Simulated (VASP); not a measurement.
# BP (F-43m) in VASP: single point with LDA

Aim: the single point of BP with LDA.

Program: VASP 6.6.1. These are calculated values, not measurements. Logs are shortened: lines on timing, memory, paths and dates and some standing lists are left out, and cuts for length are marked.

## (1) The cell of the first run

The structure is cubic, space group F-43m (No. 216). The conventional cell has a = 4.538 Å, b = 4.538 Å, c = 4.538 Å, α = 90.00°, β = 90.00°, γ = 90.00°. B (site symmetry -43m) has 4 P at 1.97 Å within 2.6 Å. Within 2.6 Å of P (site symmetry -43m) lie 4 B at 1.97 Å.

## (2) Single point, LDA

INCAR reads:

```
PREC = Accurate
ENCUT = 500
EDIFF = 1E-6
ISMEAR = 0
SIGMA = 0.01
LREAL = F
LASPH = T
NELM = 120
ALGO = Normal
ISIF = 2
LWAVE = F
LCHARG = F
GGA = CA
NBANDS = 11
GGA_COMPAT = F
```

KPOINTS reads:

```
Automatic mesh
0
Gamma
  5 5 5
```

POSCAR reads:

```
BP
1.0
    0.0000000000      2.2690000000      2.2690000000
    2.2690000000      0.0000000000      2.2690000000
    2.2690000000      2.2690000000      0.0000000000
B P
1 1
Direct
    0.0000000000      0.0000000000      0.0000000000
    0.2500000000      0.2500000000      0.2500000000
```

Potentials or basis: VASP PAW LDA potentials, release 64 (B, P).

The run is started by

```bash
$ cat potpaw_LDA.64/B/POTCAR potpaw_LDA.64/P/POTCAR > POTCAR
$ mpirun -np 1 vasp_std > vasp.out
```

OUTCAR:

```text
PREC = Accurate
   ENCUT = 500
   EDIFF = 1E-6
   ISMEAR = 0
   LREAL = F
   LASPH = T
   NELM = 120
   ISIF = 2
   GGA = CA

 ion  position               nearest neighbor table
   1  0.000  0.000  0.000-   2 1.97   2 1.97   2 1.97   2 1.97
   2  0.250  0.250  0.250-   1 1.97   1 1.97   1 1.97   1 1.97

  LATTYP: Found a face centered cubic cell.
 ALAT       =     4.5380000000

  Lattice vectors:

 A1 = (   0.0000000000,   2.2690000000,   2.2690000000)
 A2 = (   2.2690000000,   0.0000000000,   2.2690000000)
 A3 = (   2.2690000000,   2.2690000000,   0.0000000000)

Analysis of symmetry for initial positions (statically):
=====================================================================
 Subroutine PRICEL returns:
 Original cell was already a primitive cell.

 Routine SETGRP: Setting up the symmetry group for a
 face centered cubic supercell.

 Subroutine GETGRP returns: Found 24 space group operations
 (whereof 24 operations were pure point group operations)
 out of a pool of 48 trial point group operations.

The static configuration has the point symmetry T_d .

Analysis of symmetry for dynamics (positions and initial velocities):
=====================================================================
 Subroutine PRICEL returns:
 Original cell was already a primitive cell.

 Routine SETGRP: Setting up the symmetry group for a
 face centered cubic supercell.

 Subroutine GETGRP returns: Found 24 space group operations
 (whereof 24 operations were pure point group operations)
 out of a pool of 48 trial point group operations.

The dynamic configuration has the point symmetry T_d .

 Subroutine INISYM returns: Found 24 space group operations
 (whereof 24 operations are pure point group operations),
 and found     1 'primitive' translations

----------------------------------------------------------------------------------------

                                     Primitive cell

  volume of cell :      23.3633

  direct lattice vectors                    reciprocal lattice vectors
     0.000000000  2.269000000  2.269000000    -0.220361393  0.220361393  0.220361393
     2.269000000  0.000000000  2.269000000     0.220361393 -0.220361393  0.220361393
     2.269000000  2.269000000  0.000000000     0.220361393  0.220361393 -0.220361393

  length of vectors
     3.208850573  3.208850573  3.208850573     0.381677128  0.381677128  0.381677128

  position of ions in fractional coordinates (direct lattice)
     0.000000000  0.000000000  0.000000000
     0.250000000  0.250000000  0.250000000

[... 69 lines left out ...]
   POTIM  = 0.5000    time-step for ionic-motion
   TEBEG  =    0.0;   TEEND  =   0.0 temperature during run
   PSTRESS=    0.0 pullay stress
   NELECT =       8.0000    total number of electrons
   NUPDOWN=      -1.0000    fix difference up-down
   EMIN   =  10.00;   EMAX   =-10.00  energy-range for DOS
   EFERMI =   0.00;   METHOD = LEGACY
   ISMEAR =     0;   SIGMA  =   0.01  broadening in eV -4-tet -1-fermi 0-gaus
   EFERMI_NEDOS =   21; number of points for ismear=-14 and -15
   IALGO  =     38    algorithm
   IMIX   =      4    mixing-type and parameters
     AMIX     =   0.40;   BMIX     =  1.00
     AMIX_MAG =   1.60;   BMIX_MAG =  1.00
  volume/ion in A,a.u.               =      11.68        78.83
  Fermi-wavevector in a.u.,A,eV,Ry     =   1.145320  2.164342 17.847562  1.311759
  Thomas-Fermi vector in A             =   2.282009
   LORBIT       =      0    0 simple, 1 ext, 2 COOP (PROOUT), +10 PAW based schemes
   GGA     = CA    functional components
   LHFCALC =     F    Hartree Fock is set to
   AEXX    =    0.0000 exact exchange contribution
   IVDW    =     0    specifies the selected vdW correction
   LEPSILON=     F    determine dielectric tensor
   LRPA    =     F    only Hartree local field effects (RPA)
 non-spin polarized calculation
 Gauss-broadening in eV      SIGMA  =   0.01
  energy-cutoff  :      500.00
  volume of cell :       23.36
 maximum number of plane-waves:       609
   NGX = 11   NGY = 11   NGZ = 11

 number of electron       8.0000000 magnetization

 Free energy of the ion-electron system (eV)
  ---------------------------------------------------
  ext. energy  EPLUGINS =         0.00000000
  ---------------------------------------------------
  free energy    TOTEN  =       -14.33374066 eV

  energy without entropy =      -14.33374066  energy(sigma->0) =      -14.33374066

 E-fermi :   7.5069     XC(G=0): -11.0836

 val. band max:        7.4220745513   @ k =   0.0000   0.0000   0.0000
 cond. band min:       8.5992229290   @ k =   0.4000   0.4000   0.0000
 fundamental gap:      1.1771483777
 Fermi energy:         7.5068522831

 k-point     1 :       0.0000    0.0000    0.0000
  band No.  band energies     occupation
      1      -7.9748      2.00000
      2       7.4221      2.00000
      3       7.4221      2.00000
      4       7.4221      2.00000
      5      10.7930      0.00000
      6      10.7930      0.00000
      7      10.7930      0.00000
      8      14.7897      0.00000
      9      18.6656      0.00000
     10      19.5933      0.00000
     11      19.5933      0.00000
[... 113 lines left out ...]
 k-point    10 :      -0.4000    0.4000    0.2000
  band No.  band energies     occupation
      1      -3.7269      2.00000
      2       0.0110      2.00000
      3       1.7574      2.00000
      4       3.1091      2.00000
      5      11.9518      0.00000
      6      13.0098      0.00000
      7      14.1491      0.00000
      8      17.8075      0.00000
      9      18.8352      0.00000
     10      21.8459      0.00000
     11      25.1153      0.00000

------------------------ aborting loop because EDIFF is reached ----------------------------------------

  FORCE on cell =-STRESS in cart. coord.  units (eV):
  Direction    XX          YY          ZZ          XY          YZ          ZX
  --------------------------------------------------------------------------------------
  -------------------------------------------------------------------------------------
  Total       -0.7235614     -0.7235614     -0.7235614     -0.0000000     -0.0000000      0.0000000
  in kB      -49.6195138    -49.6195138    -49.6195138     -0.0000000     -0.0000000      0.0000000
  external PRESSURE =     -49.6195138 kB  Pullay stress =       0.0000000 kB

 VOLUME and BASIS-vectors are now :
 -----------------------------------------------------------------------------
  energy-cutoff  :      500.00
  volume of cell :       23.36
      direct lattice vectors                 reciprocal lattice vectors
     0.000000000  2.269000000  2.269000000    -0.220361393  0.220361393  0.220361393
     2.269000000  0.000000000  2.269000000     0.220361393 -0.220361393  0.220361393
     2.269000000  2.269000000  0.000000000     0.220361393  0.220361393 -0.220361393

 POSITION                                       TOTAL-FORCE (eV/Angst)
 -----------------------------------------------------------------------------------
      0.00000      0.00000      0.00000         0.000000     -0.000000     -0.000000
      1.13450      1.13450      1.13450        -0.000000      0.000000      0.000000
 -----------------------------------------------------------------------------------
    total drift:                                0.000000      0.000000      0.000000

  FREE ENERGIE OF THE ION-ELECTRON SYSTEM (eV)
  ---------------------------------------------------
  free  energy   TOTEN  =       -14.3337406647 eV

  energy  without entropy=      -14.3337406647  energy(sigma->0) =      -14.33374066
```

OSZICAR:

```text
N       E                     dE             d eps       ncg     rms          rms(c)
DAV:   1     0.693632918167E+01    0.69363E+01   -0.37713E+03   220   0.628E+02
DAV:   2    -0.145605484859E+02   -0.21497E+02   -0.20567E+02   307   0.113E+02
DAV:   3    -0.151727175065E+02   -0.61217E+00   -0.61035E+00   277   0.148E+01
DAV:   4    -0.151754251821E+02   -0.27077E-02   -0.27075E-02   249   0.116E+00
DAV:   5    -0.151754407305E+02   -0.15548E-04   -0.15548E-04   267   0.859E-02    0.735E+00
DAV:   6    -0.144628348844E+02    0.71261E+00   -0.16515E+00   247   0.546E+00    0.387E+00
DAV:   7    -0.143469627203E+02    0.11587E+00   -0.24921E-01   266   0.251E+00    0.129E+00
DAV:   8    -0.143336912863E+02    0.13271E-01   -0.31974E-02   250   0.959E-01    0.225E-01
DAV:   9    -0.143337388425E+02   -0.47556E-04   -0.82492E-04   250   0.199E-01    0.159E-01
DAV:  10    -0.143337386740E+02    0.16849E-06   -0.12942E-04   247   0.656E-02    0.349E-02
DAV:  11    -0.143337412227E+02   -0.25487E-05   -0.83290E-06   264   0.144E-02    0.416E-02
DAV:  12    -0.143337406647E+02    0.55801E-06   -0.25353E-06   143   0.668E-03
   1 F= -.14333741E+02 E0= -.14333741E+02  d E =-.827184E-35
```

stdout:

```text
POSCAR found type information on POSCAR B P
 POSCAR found :  2 types and       2 ions
 scaLAPACK will be used
 LDA part: xc-table for (Slater(with rela. corr.)+CA(PZ))
 , standard interpolation
 POSCAR, INCAR and KPOINTS ok, starting setup
 FFT: planning ... GRIDC
 FFT: planning ... GRID_SOFT
 FFT: planning ... GRID
 WAVECAR not read
 entering main loop
```

Wall time 1.8 s (1 thread of Intel Xeon 6975P-C (Granite Rapids), shared host); peak memory 0.12 GiB.

Results:

* Free energy: -14.3337 eV
* Pressure: -5.0 GPa
* Band gap on the k mesh: 1.18 eV, indirect (least direct gap 3.37 eV)

Levels at points of the mesh, in eV from the valence-band top:
| k point | band 2 | band 3 | band 4 | band 5 | band 6 | band 7 |
| --- | --- | --- | --- | --- | --- | --- |
| (0.00, 0.00, 0.00) | 0.00 | 0.00 | 0.00 | 3.37 | 3.37 | 3.37 |

Caveat: the k points lie up to 0.48 Å⁻¹ apart. A k mesh can miss the band edges.
